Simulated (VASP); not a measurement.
# In (P6_3/mmc) in VASP: single point with LDA

Aim: the single point of In with LDA.

Program: VASP 6.6.1. These are calculated values, not measurements. Logs are shortened: lines on timing, memory, paths and dates and some standing lists are left out, and cuts for length are marked.

## (1) The cell of the first run

Symmetry: P6_3/mmc, No. 194, hexagonal system. The conventional cell has a = 3.335 Å, b = 3.335 Å, c = 5.509 Å, α = 90.00°, β = 90.00°, γ = 120.00°. Within 4.4 Å of In (site symmetry -6m2) lie 12 In at 3.34 to 3.36 Å.

## (2) Single point, LDA

INCAR

```
SYSTEM = In
  PREC = Accurate
  ENCUT = 520
  EDIFF = 1E-7
  ISMEAR = 0
  SIGMA = 0.1
  LREAL = .FALSE.
  LASPH = .TRUE.
  NELM = 60
  ALGO = Normal
  ISIF = 2
  LWAVE = .FALSE.
  LCHARG = .FALSE.
  GGA = CA
  NBANDS = 20
```

KPOINTS

```
regular mesh
0
G
  6 6 4
  0 0 0
```

POSCAR

```
In
1.0
    3.3354847820      0.0000000000      0.0000000000
   -1.6677423910      2.8886145552      0.0000000000
    0.0000000000      0.0000000000      5.5091429200
In
2
Direct
    0.3333333300      0.6666666700      0.2500000000
    0.6666666700      0.3333333300      0.7500000000
```

Potentials or basis: VASP PAW LDA potentials, release 64 (In_d).

Launch:

```bash
$ cat potpaw_LDA.64/In_d/POTCAR > POTCAR
$ mpirun -np 1 vasp_std > vasp.out
```

OUTCAR:

```text
SYSTEM = In
   PREC = Accurate
   ENCUT = 520
   EDIFF = 1E-7
   ISMEAR = 0
   LREAL = .FALSE.
   LASPH = .TRUE.
   NELM = 60
   ISIF = 2
   GGA = CA

 ion  position               nearest neighbor table
   1  0.333  0.667  0.250-   2 3.36   2 3.36   2 3.36   2 3.36   2 3.36   2 3.36
   2  0.667  0.333  0.750-   1 3.36   1 3.36   1 3.36   1 3.36   1 3.36   1 3.36

  LATTYP: Found a hexagonal cell.
 ALAT       =     3.3354847820
 C/A-ratio  =     1.6516768266

  Lattice vectors:

 A1 = (   3.3354847820,   0.0000000000,   0.0000000000)
 A2 = (  -1.6677423910,   2.8886145552,   0.0000000000)
 A3 = (   0.0000000000,   0.0000000000,   5.5091429200)

Analysis of symmetry for initial positions (statically):
=====================================================================
 Subroutine PRICEL returns:
 Original cell was already a primitive cell.

 Routine SETGRP: Setting up the symmetry group for a
 hexagonal supercell.

 Subroutine GETGRP returns: Found 24 space group operations
 (whereof 12 operations were pure point group operations)
 out of a pool of 24 trial point group operations.

The static configuration has the point symmetry D_3d.
 The point group associated with its full space group is D_6h.

Analysis of symmetry for dynamics (positions and initial velocities):
=====================================================================
 Subroutine PRICEL returns:
 Original cell was already a primitive cell.

 Routine SETGRP: Setting up the symmetry group for a
 hexagonal supercell.

 Subroutine GETGRP returns: Found 24 space group operations
 (whereof 12 operations were pure point group operations)
 out of a pool of 24 trial point group operations.

The dynamic configuration has the point symmetry D_3d.
 The point group associated with its full space group is D_6h.

 Subroutine INISYM returns: Found 24 space group operations
 (whereof 12 operations are pure point group operations),
 and found     1 'primitive' translations

----------------------------------------------------------------------------------------

                                     Primitive cell

  volume of cell :      53.0802

  direct lattice vectors                    reciprocal lattice vectors
     3.335484782  0.000000000  0.000000000     0.299806495  0.173093360  0.000000000
    -1.667742391  2.888614555  0.000000000     0.000000000  0.346186721  0.000000000
     0.000000000  0.000000000  5.509142920     0.000000000  0.000000000  0.181516438
[... 77 lines left out ...]
   LASPH  =      T    aspherical Exc in radial PAW
   ENCUT  =  520.0 eV  38.22 Ry    6.18 a.u.   6.20  6.20 10.24*2*pi/ulx,y,z
   NELM   =     60;   NELMIN=  2; NELMDL= -5     # of ELM steps
   EDIFF  = 0.1E-06   stopping-criterion for ELM
   LREAL  =      F    real-space projection
   EDIFFG = 0.1E-05   stopping-criterion for IOM
   NSW    =      0    number of steps for IOM
   IBRION =     -1    ionic relax: 0-MD 1-quasi-New 2-CG
   NFREE  =      0    steps in history (QN), initial steepest desc. (CG)
   ISIF   =      2    stress and relaxation
   ISYM   =      2    0-nonsym 1-usesym 2-fastsym
   POTIM  = 0.5000    time-step for ionic-motion
   TEBEG  =    0.0;   TEEND  =   0.0 temperature during run
   PSTRESS=    0.0 pullay stress
   NELECT =      26.0000    total number of electrons
   NUPDOWN=      -1.0000    fix difference up-down
   EMIN   =  10.00;   EMAX   =-10.00  energy-range for DOS
   EFERMI =   0.00;   METHOD = LEGACY
   ISMEAR =     0;   SIGMA  =   0.10  broadening in eV -4-tet -1-fermi 0-gaus
   EFERMI_NEDOS =   21; number of points for ismear=-14 and -15
   IALGO  =     38    algorithm
   IMIX   =      4    mixing-type and parameters
     AMIX     =   0.40;   BMIX     =  1.00
     AMIX_MAG =   1.60;   BMIX_MAG =  1.00
  volume/ion in A,a.u.               =      26.54       179.10
  Fermi-wavevector in a.u.,A,eV,Ry     =   1.290491  2.438675 22.658704  1.665368
  Thomas-Fermi vector in A             =   2.422320
   LORBIT       =      0    0 simple, 1 ext, 2 COOP (PROOUT), +10 PAW based schemes
   GGA     = CA    functional components
   LHFCALC =     F    Hartree Fock is set to
   AEXX    =    0.0000 exact exchange contribution
   IVDW    =     0    specifies the selected vdW correction
   LEPSILON=     F    determine dielectric tensor
   LRPA    =     F    only Hartree local field effects (RPA)
 non-spin polarized calculation
 Gauss-broadening in eV      SIGMA  =   0.10
  energy-cutoff  :      520.00
  volume of cell :       53.08
 maximum number of plane-waves:      1460
 NGX is ok and might be reduce to    28
   NGX = 13   NGY = 13   NGZ = 21

 number of electron      26.0000008 magnetization

 Free energy of the ion-electron system (eV)
  ---------------------------------------------------
  ext. energy  EPLUGINS =         0.00000000
  ---------------------------------------------------
  free energy    TOTEN  =        -6.41535925 eV

  energy without entropy =       -6.41112805  energy(sigma->0) =       -6.41324365

 E-fermi :   6.9215     XC(G=0): -10.4618

 val. band max:        6.8098373603   @ k =   0.1667   0.0000   0.2500
 cond. band min:       6.9748224425   @ k =   0.3333   0.3333   0.2500
 fundamental gap:      0.1649850822
 Fermi energy:         6.9214895253

 k-point     1 :       0.0000    0.0000    0.0000
  band No.  band energies     occupation
      1      -7.5546      2.00000
      2      -7.5000      2.00000
      3      -7.4576      2.00000
      4      -7.4576      2.00000
      5      -7.4308      2.00000
      6      -7.4308      2.00000
[... 472 lines left out ...]
     19      17.4080      0.00000
     20      17.4080      0.00000

------------------------ aborting loop because EDIFF is reached ----------------------------------------

  FORCE on cell =-STRESS in cart. coord.  units (eV):
  Direction    XX          YY          ZZ          XY          YZ          ZX
  --------------------------------------------------------------------------------------
  -------------------------------------------------------------------------------------
  Total       -1.1440859     -1.1440859     -0.9466657      0.0000000     -0.0000000      0.0000000
  in kB      -34.5331822    -34.5331822    -28.5742361      0.0000000     -0.0000000      0.0000000
  external PRESSURE =     -32.5468668 kB  Pullay stress =       0.0000000 kB

 VOLUME and BASIS-vectors are now :
 -----------------------------------------------------------------------------
  energy-cutoff  :      520.00
  volume of cell :       53.08
      direct lattice vectors                 reciprocal lattice vectors
     3.335484782  0.000000000  0.000000000     0.299806495  0.173093360  0.000000000
    -1.667742391  2.888614555  0.000000000     0.000000000  0.346186721  0.000000000
     0.000000000  0.000000000  5.509142920     0.000000000  0.000000000  0.181516438

 POSITION                                       TOTAL-FORCE (eV/Angst)
 -----------------------------------------------------------------------------------
     -0.00000      1.92574      1.37729         0.000000     -0.000000      0.000000
      1.66774      0.96287      4.13186        -0.000000      0.000000      0.000000
 -----------------------------------------------------------------------------------
    total drift:                               -0.000003      0.000002      0.000000

  FREE ENERGIE OF THE ION-ELECTRON SYSTEM (eV)
  ---------------------------------------------------
  free  energy   TOTEN  =        -6.4153592483 eV

  energy  without entropy=       -6.4111280453  energy(sigma->0) =       -6.41324365
```

OSZICAR:

```text
N       E                     dE             d eps       ncg     rms          rms(c)
DAV:   1     0.208866427717E+03    0.20887E+03   -0.13151E+04   840   0.182E+03
DAV:   2     0.929958907086E+01   -0.19957E+03   -0.19556E+03   840   0.372E+02
DAV:   3    -0.601792197975E+01   -0.15318E+02   -0.15220E+02  1000   0.120E+02
DAV:   4    -0.645752163605E+01   -0.43960E+00   -0.43937E+00   996   0.221E+01
DAV:   5    -0.648220208507E+01   -0.24680E-01   -0.24679E-01  1212   0.441E+00    0.343E+00
DAV:   6    -0.642900123469E+01    0.53201E-01   -0.95317E-02  1160   0.484E+00    0.149E+00
DAV:   7    -0.641675988173E+01    0.12241E-01   -0.22748E-02  1144   0.208E+00    0.373E-01
DAV:   8    -0.641536083282E+01    0.13990E-02   -0.12632E-03   952   0.463E-01    0.427E-02
DAV:   9    -0.641535931006E+01    0.15228E-05   -0.78792E-05  1292   0.107E-01    0.119E-02
DAV:  10    -0.641535924640E+01    0.63662E-07   -0.24793E-06  1264   0.185E-02    0.545E-03
DAV:  11    -0.641535924829E+01   -0.18922E-08   -0.31359E-07   836   0.805E-03
   1 F= -.64153592E+01 E0= -.64132436E+01  d E =-.423120E-02
```

stdout:

```text
POSCAR found type information on POSCAR In
 POSCAR found :  1 types and       2 ions
 scaLAPACK will be used
 LDA part: xc-table for (Slater(with rela. corr.)+CA(PZ))
 , standard interpolation
 POSCAR, INCAR and KPOINTS ok, starting setup
 FFT: planning ... GRIDC
 FFT: planning ... GRID_SOFT
 FFT: planning ... GRID
 WAVECAR not read
 entering main loop
```

It took 16 s on 1 thread of Intel Xeon Platinum 8259CL at 2.50GHz (Skylake/Cascade Lake), shared host; peak memory 0.15 GiB.

Results:

| Property | Result |
| --- | --- |
| Free energy | -6.4154 eV |
| Pressure | -3.3 GPa |
| Band gap on the k mesh | zero (band 13 reaches 10.36 eV, above the bottom of band 14 at 4.45 eV) |

Levels at points of the mesh, in eV from the Fermi level:
```csv
k point,band 10,band 11,band 12,band 13,band 14,band 15,band 16,band 17
"(0.00, 0.00, 0.00)",-14.11,-9.34,-4.36,-3.20,8.41,8.41,10.25,10.25
"(0.50, 0.00, 0.00)",-14.06,-4.73,-3.97,0.15,0.44,1.03,3.09,4.19
"(0.00, 0.00, 0.50)",-14.17,-7.99,-7.99,3.02,3.02,9.40,9.40,9.40
"(0.50, 0.00, 0.50)",-14.07,-3.48,-3.48,-2.47,-2.47,5.69,5.69,6.12
```

Caveat: the k points lie up to 0.36 Å⁻¹ apart; spin-orbit coupling is left out, which moves the levels of the heavy elements.
